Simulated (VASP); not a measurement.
# Dy (P6_3/mmc) in VASP: further runs

The runs below take Dy through single point, with PBEsol.

Program: VASP 6.6.1. These are calculated values, not measurements. Logs are shortened: lines on timing, memory, paths and dates and some standing lists are left out, and cuts for length are marked.

## Step 1: The cell of the first run

The structure is hexagonal, space group P6_3/mmc (No. 194). Conventional cell: a = 3.590 Å, b = 3.590 Å, c = 5.647 Å, α = 90.00°, β = 90.00°, γ = 120.00°. Dy (site symmetry -6m2) has 12 Dy at 3.50 to 3.59 Å within 4.6 Å.

## Step 2: Single point, PBEsol, collinear spin, ferromagnetic start

INCAR

```
PREC = Accurate
ENCUT = 520
EDIFF = 1E-7
ISMEAR = -1
SIGMA = 0.05
LREAL = False
LASPH = True
NELM = 150
ALGO = Normal
ISIF = 2
LWAVE = False
LCHARG = False
ISPIN = 2
MAGMOM = 5 5
LORBIT = 11
LMAXMIX = 6
GGA = PS
NBANDS = 31
```

KPOINTS

```
regular mesh
0
Gamma
  9 9 5
```

POSCAR

```
Dy
1.0
    3.5903000000      0.0000000000      0.0000000000
   -1.7951500000      3.1092910072      0.0000000000
    0.0000000000      0.0000000000      5.6475000000
Dy
2
Direct
    0.6666666667      0.3333333333      0.7500000000
    0.3333333333      0.6666666667      0.2500000000
```

Potentials or basis: VASP PAW PBE potentials, release 64 (Dy).

On the command line:

```sh
cat potpaw_PBE.64/Dy/POTCAR > POTCAR
mpirun -np 1 vasp_std > vasp.out
```

OUTCAR:

```text
PREC = Accurate
   ENCUT = 520
   EDIFF = 1E-7
   ISMEAR = -1
   LREAL = False
   LASPH = True
   NELM = 150
   ISIF = 2
   ISPIN = 2
   LORBIT = 11
   GGA = PS

 ion  position               nearest neighbor table
   1  0.667  0.333  0.750-   2 3.50   2 3.50   2 3.50   2 3.50   2 3.50   2 3.50
   2  0.333  0.667  0.250-   1 3.50   1 3.50   1 3.50   1 3.50   1 3.50   1 3.50

  LATTYP: Found a hexagonal cell.
 ALAT       =     3.5903000000
 C/A-ratio  =     1.5729883297

  Lattice vectors:

 A1 = (   3.5903000000,   0.0000000000,   0.0000000000)
 A2 = (  -1.7951500000,   3.1092910072,   0.0000000000)
 A3 = (   0.0000000000,   0.0000000000,   5.6475000000)

Analysis of symmetry for initial positions (statically):
=====================================================================
 Subroutine PRICEL returns:
 Original cell was already a primitive cell.

 Routine SETGRP: Setting up the symmetry group for a
 hexagonal supercell.

 Subroutine GETGRP returns: Found 24 space group operations
 (whereof 12 operations were pure point group operations)
 out of a pool of 24 trial point group operations.

The static configuration has the point symmetry D_3d.
 The point group associated with its full space group is D_6h.

Analysis of symmetry for dynamics (positions and initial velocities):
=====================================================================
 Subroutine PRICEL returns:
 Original cell was already a primitive cell.

 Routine SETGRP: Setting up the symmetry group for a
 hexagonal supercell.

 Subroutine GETGRP returns: Found 24 space group operations
 (whereof 12 operations were pure point group operations)
 out of a pool of 24 trial point group operations.

The dynamic configuration has the point symmetry D_3d.
 The point group associated with its full space group is D_6h.

Analysis of structural, dynamic, and magnetic symmetry:
=====================================================================
 Subroutine PRICEL returns:
 Original cell was already a primitive cell.

 Routine SETGRP: Setting up the symmetry group for a
 hexagonal supercell.

 Subroutine GETGRP returns: Found 24 space group operations
 (whereof 12 operations were pure point group operations)
 out of a pool of 24 trial point group operations.

The overall configuration has the point symmetry D_3d.
 The point group associated with its full space group is D_6h.

 Subroutine INISYM returns: Found 24 space group operations
 (whereof 12 operations are pure point group operations),
 and found     1 'primitive' translations

----------------------------------------------------------------------------------------

                                     Primitive cell

  volume of cell :      63.0447

  direct lattice vectors                    reciprocal lattice vectors
     3.590300000  0.000000000  0.000000000     0.278528257  0.160808364  0.000000000
    -1.795150000  3.109291007  0.000000000     0.000000000  0.321616728  0.000000000
     0.000000000  0.000000000  5.647500000     0.000000000  0.000000000  0.177069500

  length of vectors
     3.590300000  3.590300000  5.647500000     0.321616728  0.321616728  0.177069500

  position of ions in fractional coordinates (direct lattice)
     0.666666667  0.333333333  0.750000000
     0.333333333  0.666666667  0.250000000

  ion indices of the primitive-cell ions
   primitive index   ion index
                 1           1
                 2           2

----------------------------------------------------------------------------------------

 KPOINTS: regular mesh

Automatic generation of k-mesh.
 Grid dimensions read from file:
 generate k-points for:    9    9    5

 Generating k-lattice:

  Cartesian coordinates                     Fractional coordinates (reciprocal lattice)
     0.030947584  0.017867596  0.000000000     0.111111111  0.000000000  0.000000000
     0.000000000  0.035735192  0.000000000     0.000000000  0.111111111  0.000000000
     0.000000000  0.000000000  0.035413900     0.000000000  0.000000000  0.200000000

  Length of vectors
     0.035735192  0.035735192  0.035413900

  Shift w.r.t. Gamma in fractional coordinates (k-lattice)
     0.000000000  0.000000000  0.000000000

 Subroutine IBZKPT returns following result:
 ===========================================

 Found     36 irreducible k-points:

 Following reciprocal coordinates:
            Coordinates               Weight
  0.000000  0.000000  0.000000      1.000000
  0.111111  0.000000  0.000000      6.000000
  0.222222 -0.000000  0.000000      6.000000
  0.333333 -0.000000  0.000000      6.000000
  0.444444 -0.000000  0.000000      6.000000
  0.111111  0.111111  0.000000      6.000000
[... 16 lines left out ...]
  0.333333  0.222222  0.200000     24.000000
  0.333333  0.333333  0.200000      4.000000
 [... further k-points ...]
   k-points           NKPTS =     36   k-points in BZ     NKDIM =     36   number of bands    NBANDS=     31
   number of dos      NEDOS =    301   number of ions     NIONS =      2
   total plane-waves  NPLWV =  32928
   dimension x,y,z NGX =    28 NGY =   28 NGZ =   42
   dimension x,y,z NGXF=    56 NGYF=   56 NGZF=   84
   ions per type =               2
   NGX,Y,Z   is equivalent  to a cutoff of  12.97, 12.97, 12.36 a.u.
   NGXF,Y,Z  is equivalent  to a cutoff of  25.93, 25.93, 24.73 a.u.
 SYSTEM =  unknown system
   PREC   = accura    normal or accurate (medium, high low for compatibility)
   ISTART =      0    job   : 0-new  1-cont  2-samecut
   ICHARG =      2    charge: 1-file 2-atom 10-const
   ISPIN  =      2    spin polarized calculation?
   LNONCOLLINEAR =      F non collinear calculations
   LSORBIT =      F    spin-orbit coupling
   LASPH  =      T    aspherical Exc in radial PAW
   ENCUT  =  520.0 eV  38.22 Ry    6.18 a.u.   6.68  6.68 10.50*2*pi/ulx,y,z
   NELM   =    150;   NELMIN=  2; NELMDL= -5     # of ELM steps
   EDIFF  = 0.1E-06   stopping-criterion for ELM
   LREAL  =      F    real-space projection
   EDIFFG = 0.1E-05   stopping-criterion for IOM
   NSW    =      0    number of steps for IOM
   IBRION =     -1    ionic relax: 0-MD 1-quasi-New 2-CG
   NFREE  =      0    steps in history (QN), initial steepest desc. (CG)
   ISIF   =      2    stress and relaxation
   ISYM   =      2    0-nonsym 1-usesym 2-fastsym
   POTIM  = 0.5000    time-step for ionic-motion
   TEBEG  =    0.0;   TEEND  =   0.0 temperature during run
   PSTRESS=    0.0 pullay stress
   NELECT =      40.0000    total number of electrons
   NUPDOWN=      -1.0000    fix difference up-down
   EMIN   =  10.00;   EMAX   =-10.00  energy-range for DOS
   EFERMI =   0.00;   METHOD = LEGACY
   ISMEAR =    -1;   SIGMA  =   0.05  broadening in eV -4-tet -1-fermi 0-gaus
   EFERMI_NEDOS =   21; number of points for ismear=-14 and -15
   IALGO  =     38    algorithm
   IMIX   =      4    mixing-type and parameters
     AMIX     =   0.40;   BMIX     =  1.00
     AMIX_MAG =   1.60;   BMIX_MAG =  1.00
  volume/ion in A,a.u.               =      31.52       212.72
  Fermi-wavevector in a.u.,A,eV,Ry     =   1.406734  2.658342 26.924584  1.978901
  Thomas-Fermi vector in A             =   2.529065
   LORBIT       =     11    0 simple, 1 ext, 2 COOP (PROOUT), +10 PAW based schemes
   GGA     = PS    functional components
   LHFCALC =     F    Hartree Fock is set to
   AEXX    =    0.0000 exact exchange contribution
   IVDW    =     0    specifies the selected vdW correction
   LEPSILON=     F    determine dielectric tensor
   LRPA    =     F    only Hartree local field effects (RPA)
 spin polarized calculation
  energy-cutoff  :      520.00
  volume of cell :       63.04
 maximum number of plane-waves:      1743
 NGX is ok and might be reduce to    28
   NGX = 13   NGY = 13   NGZ = 21

 number of electron      39.9999978 magnetization      10.1550995

 number of electron      39.9999981 magnetization       9.5110290

 Free energy of the ion-electron system (eV)
  ---------------------------------------------------
  ext. energy  EPLUGINS =         0.00000000
  ---------------------------------------------------
  free energy    TOTEN  =       -16.18145529 eV

  energy without entropy =      -16.04603579  energy(sigma->0) =      -16.11374554

 E-fermi :   2.6082     XC(G=0): -10.2972

 val. band max:        2.6081699423   @ k =   0.1111   0.0000   0.0000
 cond. band min:       2.6097717818   @ k =   0.1111   0.1111   0.4000
 fundamental gap:      0.0016018394
 Fermi energy:         2.6081843726

 spin component 1

 k-point     1 :       0.0000    0.0000    0.0000
  band No.  band energies     occupation
      1     -44.4920      1.00000
      2     -44.4253      1.00000
      3     -20.7387      1.00000
      4     -20.0557      1.00000
      5     -20.0557      1.00000
      6     -19.9845      1.00000
[... 23 lines left out ...]
     30       5.3299      0.00000
     31       5.8033      0.00000
[... 751 lines left out ...]
      1     -44.4227      1.00000
      2     -44.4227      1.00000
      3     -20.4488      1.00000
      4     -20.4488      1.00000
      5     -20.4286      1.00000
      6     -20.2290      1.00000
[... 23 lines left out ...]
     30       7.4674      0.00000
     31       8.1147      0.00000

 [... further k-points ...]

 spin component 2

 k-point     1 :       0.0000    0.0000    0.0000
  band No.  band energies     occupation
      1     -42.4371      1.00000
      2     -42.3588      1.00000
      3     -19.3048      1.00000
      4     -18.5682      1.00000
      5     -18.5682      1.00000
      6     -18.4407      1.00000
[... 23 lines left out ...]
     30       5.8962      0.00000
     31       6.4664      0.00000
[... 751 lines left out ...]
      1     -42.3553      1.00000
      2     -42.3553      1.00000
      3     -19.0044      1.00000
      4     -19.0044      1.00000
      5     -19.0033      1.00000
      6     -18.7727      1.00000
[... 23 lines left out ...]
     30       8.1604      0.00000
     31       8.7871      0.00000

 [... further k-points ...]

------------------------ aborting loop because EDIFF is reached ----------------------------------------

  FORCE on cell =-STRESS in cart. coord.  units (eV):
  Direction    XX          YY          ZZ          XY          YZ          ZX
  --------------------------------------------------------------------------------------
  -------------------------------------------------------------------------------------
  Total       -0.5251202     -0.5251202     -0.0128439      0.0000000      0.0000000      0.0000000
  in kB      -13.3450725    -13.3450725     -0.3264077      0.0000000      0.0000000      0.0000000
  external PRESSURE =      -9.0055176 kB  Pullay stress =       0.0000000 kB

 VOLUME and BASIS-vectors are now :
 -----------------------------------------------------------------------------
  energy-cutoff  :      520.00
  volume of cell :       63.04
      direct lattice vectors                 reciprocal lattice vectors
     3.590300000  0.000000000  0.000000000     0.278528257  0.160808364  0.000000000
    -1.795150000  3.109291007  0.000000000     0.000000000  0.321616728  0.000000000
     0.000000000  0.000000000  5.647500000     0.000000000  0.000000000  0.177069500

 POSITION                                       TOTAL-FORCE (eV/Angst)
 -----------------------------------------------------------------------------------
      1.79515      1.03643      4.23562         0.000000      0.000000      0.000000
     -0.00000      2.07286      1.41187        -0.000000     -0.000000      0.000000
 -----------------------------------------------------------------------------------
    total drift:                               -0.000000      0.000000     -0.000000

  FREE ENERGIE OF THE ION-ELECTRON SYSTEM (eV)
  ---------------------------------------------------
  free  energy   TOTEN  =       -16.1814552851 eV

  energy  without entropy=      -16.0460357876  energy(sigma->0) =      -16.11374554

 total charge

# of ion       s       p       d       f       tot
--------------------------------------------------
    1        2.168   5.788   0.529   9.257  17.742
    2        2.168   5.788   0.529   9.257  17.742
--------------------------------------------------
tot          4.335  11.576   1.059  18.515  35.485

 magnetization (x)

# of ion       s       p       d       f       tot
--------------------------------------------------
    1        0.009  -0.045   0.063   4.590   4.618
    2        0.009  -0.045   0.063   4.590   4.618
--------------------------------------------------
tot          0.018  -0.090   0.126   9.181   9.235
```

It took 8.8 min on 1 thread of Intel Xeon Platinum 8259CL at 2.50GHz (Skylake/Cascade Lake), shared host; peak memory 0.28 GiB.

What came out:

- Free energy: -16.1815 eV
- Pressure: -0.9 GPa
- Net moment: 9.51 μB per cell
- Site moments: Dy +4.62 μB
- Valence electrons inside the program's atomic spheres: Dy 17.74

Caveat: the magnetic or orbital state may not be the lowest; the PAW data sets were made with another functional, which shifts forces and pressure a little; spin-orbit coupling is left out, which moves the levels of the heavy elements; semilocal functionals describe open f shells poorly, which spoils levels, moments and volumes.

[end of part 1 of 2]
